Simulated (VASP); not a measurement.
Runs of VASP 6.6.1 on LiF. The structure is that of space group Fm-3m (No. 225), or close to it. The cells are those of the table. 

| task | level | potentials or basis | cell | k mesh | cutoff (eV) | smearing | second run | gap on the mesh (eV) | pressure (GPa) | relaxed volume (Å³/atom) |
| --- | --- | --- | --- | --- | --- | --- | --- | --- | --- | --- |
| relaxation of cell and atoms | PBE | VASP PAW PBE potentials, release 64 (Li_sv, F_h) | relaxed from a = 2.391 Å, angles 60.0°, 2 atoms | 12 × 12 × 12 | 910 | fermi-dirac 0.02 eV | hard_potentials | (a) | 0.1 | 6.84 |
| relaxation of cell and atoms | PBE | VASP PAW PBE potentials, release 64 (Li_sv, F) | relaxed from a = 2.391 Å, angles 60.0°, 2 atoms | 12 × 12 × 12 | 600 | fermi-dirac 0.02 eV | - | 9.53 | 0.1 | 7.82 |
| single point | r2SCAN | VASP PAW PBE potentials, release 64 (Li_sv, F) | a = 2.821 Å, angles 60.0°, 2 atoms | 10 × 10 × 10 | 520 | gaussian 0.01 eV | - | 10.55 | - | - |
| single point | PBE | VASP PAW PBE potentials, release 64 (Li_sv, F) | a = 2.876 Å, angles 60.0°, 2 atoms | 12 × 12 × 12 | 520 | fermi-dirac 0.02 eV | - | (b) | - | - |
| single point | r2SCAN | VASP PAW PBE potentials, release 64 (Li_sv, F) | a = 2.821 Å, angles 60.0°, 2 atoms | 10 × 10 × 10 | 520 | fermi-dirac 0.02 eV | - | 10.55 | - | - |

Alike in all rows: no spin polarisation.

Q: Estimate the missing entries.

A: (a) 10.82; (b) 8.83.

Caveats: the cutoff is under 1.25 times the usual one of these potentials, so pressure, stress and relaxed cells hold a basis-set (Pulay) error; the volume moved by over 15 % at a fixed basis, so the end points are rough (some runs); the PAW data sets were made with another functional, which shifts forces and pressure a little (some runs).

A k mesh can miss the band edges.
